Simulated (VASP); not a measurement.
Here is a VASP 6.6.1 calculation.

The input INCAR:

```
PREC = Accurate
ENCUT = 520
EDIFF = 1E-6
ISMEAR = 0
SIGMA = 0.1
LREAL = False
LASPH = True
NELM = 80
ALGO = Normal
ISIF = 2
LWAVE = False
LCHARG = False
GGA = PE
NBANDS = 26
```

File KPOINTS:

```
Automatic mesh
0
Gamma
  8 8 14
```

File POSCAR:

```
InSb
1.0
    5.9204200000      0.0000000000      0.0000000000
    0.0000000000      5.9380040000      0.0000000000
    0.0000000000      0.0000000000      3.2224990000
In Sb
2 2
Direct
    0.0000000000      0.0000000000      0.0088050000
    0.5000000000      0.5000000000      0.9911950000
    0.0000000000      0.5000000000      0.2769970000
    0.5000000000      0.0000000000      0.7230030000
```

Potentials or basis: VASP PAW PBE potentials, release 64 (In_d, Sb).

Run with:

```sh
$ cat potpaw_PBE.64/In_d/POTCAR potpaw_PBE.64/Sb/POTCAR > POTCAR
$ mpirun -np 1 vasp_std > vasp.out
```

Question: Estimate the band gap on the k mesh.

Answer: Zero (bands 18 and 19 overlap by 2.69 eV).

Question: Predict the pressure.

Answer: 0.0 GPa.

Forces in eV/Å, atoms in the order of the input:
```
In   0.000  0.000  0.000
In   0.000  0.000  0.000
Sb   0.000  0.000 -0.060
Sb   0.000  0.000  0.060
```

Caveat: spin-orbit coupling is left out, which moves the levels of the heavy elements.
